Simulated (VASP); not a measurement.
# MnO (Fm-3m) in VASP: a series of runs

The runs below take MnO through single point, with PBE.

Program: VASP 6.6.1. These are calculated values, not measurements. Logs are shortened: lines on timing, memory, paths and dates and some standing lists are left out, and cuts for length are marked.

## 1. The cell of the first run

The structure is cubic, space group Fm-3m (No. 225). The conventional cell has a = 4.473 Å, b = 4.473 Å, c = 4.473 Å, α = 90.00°, β = 90.00°, γ = 90.00°. Mn (site symmetry m-3m) has 6 O at 2.24 Å within 3.0 Å. O (site symmetry m-3m) has 6 Mn at 2.24 Å within 3.0 Å.

## 2. Single point, PBE, collinear spin, ferromagnetic start

INCAR

```
SYSTEM = MnO
PREC = Accurate ; ENCUT = 520
EDIFF = 1E-6 ; ISMEAR = -1
SIGMA = 0.05 ; LREAL = .False.
LASPH = .True. ; NELM = 150
ALGO = Normal ; ISIF = 2
LWAVE = .False. ; LCHARG = .False.
ISPIN = 2 ; MAGMOM = 4 0
LORBIT = 11 ; LMAXMIX = 4
GGA = PE ; NBANDS = 20
```

KPOINTS

```
regular mesh
0
Gamma
  10 10 10
  0 0 0
```

POSCAR

```
MnO
1.0
    0.0000000000      2.2367159928      2.2367159928
    2.2367159928      0.0000000000      2.2367159928
    2.2367159928      2.2367159928      0.0000000000
Mn O
1 1
Direct
    0.0000000000      0.0000000000      0.0000000000
    0.5000000000      0.5000000000      0.5000000000
```

Potentials or basis: VASP PAW PBE potentials, release 64 (Mn_pv, O).

The run is started by

```console
cat potpaw_PBE.64/Mn_pv/POTCAR potpaw_PBE.64/O/POTCAR > POTCAR
mpirun -np 1 vasp_std > vasp.out
```

OUTCAR:

```text
SYSTEM = MnO
   PREC = Accurate
   ENCUT = 520
   EDIFF = 1E-6
   ISMEAR = -1
   LREAL = .False.
   LASPH = .True.
   NELM = 150
   ISIF = 2
   ISPIN = 2
   LORBIT = 11
   GGA = PE

 ion  position               nearest neighbor table
   1  0.000  0.000  0.000-   2 2.24   2 2.24   2 2.24   2 2.24   2 2.24   2 2.24
   2  0.500  0.500  0.500-   1 2.24   1 2.24   1 2.24   1 2.24   1 2.24   1 2.24

  LATTYP: Found a face centered cubic cell.
 ALAT       =     4.4734319856

  Lattice vectors:

 A1 = (   0.0000000000,   2.2367159928,   2.2367159928)
 A2 = (   2.2367159928,   0.0000000000,   2.2367159928)
 A3 = (   2.2367159928,   2.2367159928,   0.0000000000)

Analysis of symmetry for initial positions (statically):
=====================================================================
 Subroutine PRICEL returns:
 Original cell was already a primitive cell.

 Routine SETGRP: Setting up the symmetry group for a
 face centered cubic supercell.

 Subroutine GETGRP returns: Found 48 space group operations
 (whereof 48 operations were pure point group operations)
 out of a pool of 48 trial point group operations.

The static configuration has the point symmetry O_h .

Analysis of symmetry for dynamics (positions and initial velocities):
=====================================================================
 Subroutine PRICEL returns:
 Original cell was already a primitive cell.

 Routine SETGRP: Setting up the symmetry group for a
 face centered cubic supercell.

 Subroutine GETGRP returns: Found 48 space group operations
 (whereof 48 operations were pure point group operations)
 out of a pool of 48 trial point group operations.

The dynamic configuration has the point symmetry O_h .

Analysis of structural, dynamic, and magnetic symmetry:
=====================================================================
 Subroutine PRICEL returns:
 Original cell was already a primitive cell.

 Routine SETGRP: Setting up the symmetry group for a
 face centered cubic supercell.

 Subroutine GETGRP returns: Found 48 space group operations
 (whereof 48 operations were pure point group operations)
 out of a pool of 48 trial point group operations.

The overall configuration has the point symmetry O_h .

 Subroutine INISYM returns: Found 48 space group operations
 (whereof 48 operations are pure point group operations),
 and found     1 'primitive' translations

----------------------------------------------------------------------------------------

                                     Primitive cell

  volume of cell :      22.3801

  direct lattice vectors                    reciprocal lattice vectors
     0.000000000  2.236715993  2.236715993    -0.223542015  0.223542015  0.223542015
     2.236715993  0.000000000  2.236715993     0.223542015 -0.223542015  0.223542015
     2.236715993  2.236715993  0.000000000     0.223542015  0.223542015 -0.223542015

  length of vectors
     3.163194092  3.163194092  3.163194092     0.387186128  0.387186128  0.387186128

  position of ions in fractional coordinates (direct lattice)
     0.000000000  0.000000000  0.000000000
     0.500000000  0.500000000  0.500000000

  ion indices of the primitive-cell ions
   primitive index   ion index
                 1           1
                 2           2

----------------------------------------------------------------------------------------

 KPOINTS: regular mesh

Automatic generation of k-mesh.
 Grid dimensions read from file:
 generate k-points for:   10   10   10

 Generating k-lattice:

  Cartesian coordinates                     Fractional coordinates (reciprocal lattice)
    -0.022354201  0.022354201  0.022354201     0.100000000  0.000000000  0.000000000
     0.022354201 -0.022354201  0.022354201     0.000000000  0.100000000  0.000000000
     0.022354201  0.022354201 -0.022354201     0.000000000  0.000000000  0.100000000

  Length of vectors
     0.038718613  0.038718613  0.038718613

  Shift w.r.t. Gamma in fractional coordinates (k-lattice)
     0.000000000  0.000000000  0.000000000

 Subroutine IBZKPT returns following result:
 ===========================================

 Found     47 irreducible k-points:

 Following reciprocal coordinates:
            Coordinates               Weight
  0.000000  0.000000  0.000000      1.000000
  0.100000  0.000000  0.000000      8.000000
  0.200000  0.000000  0.000000      8.000000
  0.300000  0.000000  0.000000      8.000000
  0.400000  0.000000  0.000000      8.000000
  0.500000  0.000000  0.000000      4.000000
[... 16 lines left out ...]
  0.300000  0.300000  0.000000      6.000000
  0.400000  0.300000  0.000000     24.000000
 [... further k-points ...]
   k-points           NKPTS =     47   k-points in BZ     NKDIM =     47   number of bands    NBANDS=     20
   number of dos      NEDOS =    301   number of ions     NIONS =      2
   total plane-waves  NPLWV =  13824
   dimension x,y,z NGX =    24 NGY =   24 NGZ =   24
   dimension x,y,z NGXF=    48 NGYF=   48 NGZF=   48
   ions per type =               1   1
   NGX,Y,Z   is equivalent  to a cutoff of  12.61, 12.61, 12.61 a.u.
   NGXF,Y,Z  is equivalent  to a cutoff of  25.23, 25.23, 25.23 a.u.
 SYSTEM =  MnO
   PREC   = accura    normal or accurate (medium, high low for compatibility)
   ISTART =      0    job   : 0-new  1-cont  2-samecut
   ICHARG =      2    charge: 1-file 2-atom 10-const
   ISPIN  =      2    spin polarized calculation?
   LNONCOLLINEAR =      F non collinear calculations
   LSORBIT =      F    spin-orbit coupling
   LASPH  =      T    aspherical Exc in radial PAW
   ENCUT  =  520.0 eV  38.22 Ry    6.18 a.u.   5.88  5.88  5.88*2*pi/ulx,y,z
   NELM   =    150;   NELMIN=  2; NELMDL= -5     # of ELM steps
   EDIFF  = 0.1E-05   stopping-criterion for ELM
   LREAL  =      F    real-space projection
   EDIFFG = 0.1E-04   stopping-criterion for IOM
   NSW    =      0    number of steps for IOM
   IBRION =     -1    ionic relax: 0-MD 1-quasi-New 2-CG
   NFREE  =      0    steps in history (QN), initial steepest desc. (CG)
   ISIF   =      2    stress and relaxation
   ISYM   =      2    0-nonsym 1-usesym 2-fastsym
   POTIM  = 0.5000    time-step for ionic-motion
   TEBEG  =    0.0;   TEEND  =   0.0 temperature during run
   PSTRESS=    0.0 pullay stress
   NELECT =      19.0000    total number of electrons
   NUPDOWN=      -1.0000    fix difference up-down
   EMIN   =  10.00;   EMAX   =-10.00  energy-range for DOS
   EFERMI =   0.00;   METHOD = LEGACY
   ISMEAR =    -1;   SIGMA  =   0.05  broadening in eV -4-tet -1-fermi 0-gaus
   EFERMI_NEDOS =   21; number of points for ismear=-14 and -15
   IALGO  =     38    algorithm
   IMIX   =      4    mixing-type and parameters
     AMIX     =   0.40;   BMIX     =  1.00
     AMIX_MAG =   1.60;   BMIX_MAG =  1.00
  volume/ion in A,a.u.               =      11.19        75.51
  Fermi-wavevector in a.u.,A,eV,Ry     =   1.550143  2.929346 32.694043  2.402944
  Thomas-Fermi vector in A             =   2.654849
   LORBIT       =     11    0 simple, 1 ext, 2 COOP (PROOUT), +10 PAW based schemes
   GGA     = PE    functional components
   LHFCALC =     F    Hartree Fock is set to
   AEXX    =    0.0000 exact exchange contribution
   IVDW    =     0    specifies the selected vdW correction
   LEPSILON=     F    determine dielectric tensor
   LRPA    =     F    only Hartree local field effects (RPA)
 spin polarized calculation
  energy-cutoff  :      520.00
  volume of cell :       22.38
 maximum number of plane-waves:       620
   NGX = 11   NGY = 11   NGZ = 11

 number of electron      18.9999989 magnetization       4.8101678

 Free energy of the ion-electron system (eV)
  ---------------------------------------------------
  ext. energy  EPLUGINS =         0.00000000
  ---------------------------------------------------
  free energy    TOTEN  =       -16.40449920 eV

  energy without entropy =      -16.39786278  energy(sigma->0) =      -16.40118099

 E-fermi :   7.2813     XC(G=0): -11.7565

 val. band max:        7.2765026773   @ k =   0.4000   0.0000   0.0000
 cond. band min:       7.4096353294   @ k =  -0.3000   0.2000   0.0000
 fundamental gap:      0.1331326521
 Fermi energy:         7.2813382223

 spin component 1

 k-point     1 :       0.0000    0.0000    0.0000
  band No.  band energies     occupation
      1     -43.0706      1.00000
      2     -43.0706      1.00000
      3     -43.0706      1.00000
      4     -12.7963      1.00000
      5       3.6551      1.00000
      6       3.6551      1.00000
[... 12 lines left out ...]
     19      26.6940      0.00000
     20      26.6940      0.00000
[... 507 lines left out ...]
 k-point    24 :       0.4000    0.3000    0.0000
  band No.  band energies     occupation
      1     -43.1135      1.00000
      2     -43.0888      1.00000
      3     -43.0871      1.00000
      4     -11.9993      1.00000
      5       0.2924      1.00000
      6       2.1515      1.00000
[... 12 lines left out ...]
     19      31.6905      0.00000
     20      33.5243      0.00000

 [... further k-points ...]

 spin component 2

 k-point     1 :       0.0000    0.0000    0.0000
  band No.  band energies     occupation
      1     -38.3714      1.00000
      2     -38.3714      1.00000
      3     -38.3714      1.00000
      4     -12.3557      1.00000
      5       4.0410      1.00000
      6       4.0410      1.00000
[... 12 lines left out ...]
     19      29.0526      0.00000
     20      29.0526      0.00000
[... 507 lines left out ...]
 k-point    24 :       0.4000    0.3000    0.0000
  band No.  band energies     occupation
      1     -38.4256      1.00000
      2     -38.3940      1.00000
      3     -38.3919      1.00000
      4     -11.5776      1.00000
      5       1.0639      1.00000
      6       2.9305      1.00000
[... 12 lines left out ...]
     19      32.7111      0.00000
     20      34.5543      0.00000

 [... further k-points ...]

------------------------ aborting loop because EDIFF is reached ----------------------------------------

  FORCE on cell =-STRESS in cart. coord.  units (eV):
  Direction    XX          YY          ZZ          XY          YZ          ZX
  --------------------------------------------------------------------------------------
  -------------------------------------------------------------------------------------
  Total       -0.2930283     -0.2930283     -0.2930283     -0.0000000      0.0000000     -0.0000000
  in kB      -20.9776881    -20.9776881    -20.9776881     -0.0000000      0.0000000     -0.0000000
  external PRESSURE =     -20.9776881 kB  Pullay stress =       0.0000000 kB

 VOLUME and BASIS-vectors are now :
 -----------------------------------------------------------------------------
  energy-cutoff  :      520.00
  volume of cell :       22.38
      direct lattice vectors                 reciprocal lattice vectors
     0.000000000  2.236715993  2.236715993    -0.223542015  0.223542015  0.223542015
     2.236715993  0.000000000  2.236715993     0.223542015 -0.223542015  0.223542015
     2.236715993  2.236715993  0.000000000     0.223542015  0.223542015 -0.223542015

 POSITION                                       TOTAL-FORCE (eV/Angst)
 -----------------------------------------------------------------------------------
      0.00000      0.00000      0.00000         0.000000      0.000000      0.000000
      2.23672      2.23672      2.23672        -0.000000     -0.000000     -0.000000
 -----------------------------------------------------------------------------------
    total drift:                                0.000000     -0.000000     -0.000000

  FREE ENERGIE OF THE ION-ELECTRON SYSTEM (eV)
  ---------------------------------------------------
  free  energy   TOTEN  =       -16.4044992024 eV

  energy  without entropy=      -16.3978627793  energy(sigma->0) =      -16.40118099

 total charge

# of ion       s       p       d       tot
------------------------------------------
    1        0.200   6.170   4.965  11.335
    2        1.561   3.408   0.000   4.969
--------------------------------------------------
tot          1.760   9.578   4.965  16.304

 magnetization (x)

# of ion       s       p       d       tot
------------------------------------------
    1        0.034   0.025   4.304   4.363
    2        0.029   0.174   0.000   0.203
--------------------------------------------------
tot          0.064   0.199   4.304   4.566
```

Run time: 13 s. Hardware: 1 thread of Intel Xeon 6975P-C (Granite Rapids), shared host; peak memory 0.16 GiB.

What came out:

```
Free energy                                           : -16.4045 eV
Pressure                                              : -2.1 GPa
Net moment                                            : 4.81 μB per cell
Site moments                                          : Mn +4.36; O +0.20 μB
Valence electrons inside the program's atomic spheres : Mn 11.34; O 4.97
```

Levels at points of the mesh, in eV from the Fermi level:
Spin up:
```
           k point  band 8  band 9  band 10  band 11  band 12  band 13  band 14  band 15  band 16  band 17
(0.00, 0.00, 0.00)   -3.17   -3.17    -3.17    -2.66    -2.66    -0.56    13.95    16.21    16.21    16.21
(0.50, 0.00, 0.00)   -2.31   -2.31    -1.87     0.18     0.18     3.47     7.61    11.78    11.78    18.26
(0.50, 0.50, 0.00)   -4.13   -2.25    -2.05    -2.05    -1.93     4.92     7.75    10.34    13.49    13.49
```
Spin down:
| k point | band 4 | band 5 | band 6 | band 7 | band 8 | band 9 | band 10 | band 11 |
| --- | --- | --- | --- | --- | --- | --- | --- | --- |
| (0.00, 0.00, 0.00) | -19.64 | -3.24 | -3.24 | -3.24 | 0.76 | 0.83 | 0.83 | 0.83 |
| (0.50, 0.00, 0.00) | -18.72 | -7.18 | -4.69 | -4.69 | 1.97 | 2.02 | 2.02 | 3.63 |
| (0.50, 0.50, 0.00) | -18.74 | -6.25 | -4.20 | -4.20 | -0.70 | 2.00 | 2.17 | 2.44 |

Caveat: a cell with one magnetic atom can't hold antiferromagnetic order, which such compounds often take; semilocal functionals often make such compounds metallic where correlation or magnetic order opens a gap, which also shifts bond lengths. With open d or f shells a metallic result of PBE can be an artefact of self-interaction; +U or a hybrid may open a gap.

## 3. Single point, PBE, collinear spin, ferromagnetic start

This run uses another cell than the first one, of 11.41 Å³/atom, 1.020 times its volume.

INCAR

```
ALGO = Normal
EDIFF = 1E-6
ENCUT = 520
GGA = PE
ISIF = 2
ISMEAR = -1
ISPIN = 2
LASPH = T
LCHARG = F
LMAXMIX = 4
LORBIT = 11
LREAL = F
LWAVE = F
MAGMOM = 4 0
NBANDS = 20
NELM = 150
PREC = Accurate
SIGMA = 0.05
```

KPOINTS

```
k-points
0
Gamma
  10 10 10
```

POSCAR

```
MnO
1.0
    0.0000000000      2.2512405296      2.2512405296
    2.2512405296      0.0000000000      2.2512405296
    2.2512405296      2.2512405296      0.0000000000
Mn O
1 1
Direct
    0.0000000000      0.0000000000      0.0000000000
    0.5000000000      0.5000000000      0.5000000000
```

Potentials or basis: VASP PAW PBE potentials, release 64 (Mn_pv, O).

The run is started by

```console
cat potpaw_PBE.64/Mn_pv/POTCAR potpaw_PBE.64/O/POTCAR > POTCAR
mpirun -np 1 vasp_std > vasp.out
```

It took 14 s on 1 thread of Intel Xeon 6975P-C (Granite Rapids), shared host; peak memory 0.16 GiB.

Results (log left out):

```yaml
Free_energy: -16.3963 eV
Pressure: -4.2 GPa
Net_moment: 4.84 μB per cell
Site_moments: Mn +4.39; O +0.20 μB
Valence_electrons_inside_the_program's_atomic_spheres: Mn 11.32; O 4.96
```

Levels at points of the mesh, in eV from the Fermi level:
Spin up:
```csv
k point,band 9,band 10,band 11,band 12,band 13,band 14,band 15,band 16
"(0.00, 0.00, 0.00)",-3.13,-3.13,-2.64,-2.64,-0.62,13.92,16.08,16.08
"(0.50, 0.00, 0.00)",-2.30,-1.87,0.15,0.15,3.46,7.47,11.68,11.68
"(0.50, 0.50, 0.00)",-2.24,-2.05,-2.05,-1.95,4.81,7.68,10.26,13.31
```
Spin down:
| k point | band 4 | band 5 | band 6 | band 7 | band 8 | band 9 | band 10 | band 11 |
| --- | --- | --- | --- | --- | --- | --- | --- | --- |
| (0.00, 0.00, 0.00) | -19.45 | -3.13 | -3.13 | -3.13 | 0.72 | 0.90 | 0.90 | 0.90 |
| (0.50, 0.00, 0.00) | -18.57 | -6.99 | -4.53 | -4.53 | 2.00 | 2.05 | 2.05 | 3.61 |
| (0.50, 0.50, 0.00) | -18.59 | -6.08 | -4.07 | -4.07 | -0.59 | 2.03 | 2.17 | 2.46 |

Caveat: a cell with one magnetic atom can't hold antiferromagnetic order, which such compounds often take; semilocal functionals often make such compounds metallic where correlation or magnetic order opens a gap, which also shifts bond lengths. With open d or f shells a metallic result of PBE can be an artefact of self-interaction; +U or a hybrid may open a gap.

## 4. Single point, PBE, collinear spin, ferromagnetic start

This run uses another cell than the first one, of 11.63 Å³/atom, 1.039 times its volume.

INCAR

```
SYSTEM = MnO
  ALGO = Normal
  EDIFF = 1E-6
  ENCUT = 520
  GGA = PE
  ISIF = 2
  ISMEAR = -1
  ISPIN = 2
  LASPH = .True.
  LCHARG = .True.
  LELF = .True.
  LMAXMIX = 4
  LORBIT = 11
  LREAL = .False.
  LVHAR = .True.
  LWAVE = .False.
  MAGMOM = 4 0
  NBANDS = 20
  NELM = 150
  PREC = Accurate
  SIGMA = 0.05
```

KPOINTS

```
k-points
0
Gamma
  10 10 10
  0 0 0
```

POSCAR

```
MnO
1.0
    0.0000000000      2.2655800279      2.2655800279
    2.2655800279      0.0000000000      2.2655800279
    2.2655800279      2.2655800279      0.0000000000
Mn O
1 1
Direct
    0.0000000000      0.0000000000      0.0000000000
    0.5000000000      0.5000000000      0.5000000000
```

The run is started by

```console
cat potpaw_PBE.64/Mn_pv/POTCAR potpaw_PBE.64/O/POTCAR > POTCAR
mpirun -np 1 vasp_std > vasp.out
```

Wall time 14 s (1 thread of Intel Xeon 6975P-C (Granite Rapids), shared host); peak memory 0.16 GiB.

The run converged. Its results:

```yaml
Free_energy: -16.3830 eV
Pressure: -5.9 GPa
Net_moment: 4.89 μB per cell
Site_moments: Mn +4.42; O +0.21 μB
Valence_electrons_inside_the_program's_atomic_spheres: Mn 11.30; O 4.95
```

Levels at points of the mesh, in eV from the Fermi level:
Spin up:
```
           k point  band 10  band 11  band 12  band 13  band 14  band 15
(0.00, 0.00, 0.00)    -3.12    -2.63    -2.63    -0.68    13.87    15.94
(0.50, 0.00, 0.00)    -1.89     0.11     0.11     3.43     7.33    11.56
(0.50, 0.50, 0.00)    -2.08    -2.08    -1.99     4.69     7.59    10.16
```
Spin down:
```
           k point  band 3  band 4  band 5  band 6  band 7  band 8  band 9  band 10  band 11  band 12
(0.00, 0.00, 0.00)  -45.59  -19.28   -3.03   -3.03   -3.03    0.67    0.95     0.95     0.95     1.51
(0.50, 0.00, 0.00)  -45.60  -18.44   -6.82   -4.40   -4.40    2.02    2.07     2.07     3.58     3.58
(0.50, 0.50, 0.00)  -45.62  -18.45   -5.93   -3.95   -3.95   -0.49    2.05     2.16     2.46     2.46
```

Caveat: a cell with one magnetic atom can't hold antiferromagnetic order, which such compounds often take; semilocal functionals often make such compounds metallic where correlation or magnetic order opens a gap, which also shifts bond lengths.

## 5. Overview

| cell | gap on the mesh (eV) | pressure (GPa) | moment (μB) |
| --- | --- | --- | --- |
| a = 3.163 Å, angles 60.0°, 2 atoms | none | -2.1 | 4.81 |
| a = 3.184 Å, angles 60.0°, 2 atoms | none | -4.2 | 4.84 |
| a = 3.204 Å, angles 60.0°, 2 atoms | none | -5.9 | 4.89 |

Alike in all rows: task single point; level PBE; potentials or basis VASP PAW PBE potentials, release 64 (Mn_pv, O); spin collinear, ferromagnetic start; k mesh 10 × 10 × 10; cutoff (eV) 520; smearing fermi-dirac 0.05 eV.

Caveats: a cell with one magnetic atom can't hold antiferromagnetic order, which such compounds often take; semilocal functionals often make such compounds metallic where correlation or magnetic order opens a gap, which also shifts bond lengths.

Total energies depend on the potentials used, so only differences within one code and one set of settings carry meaning.
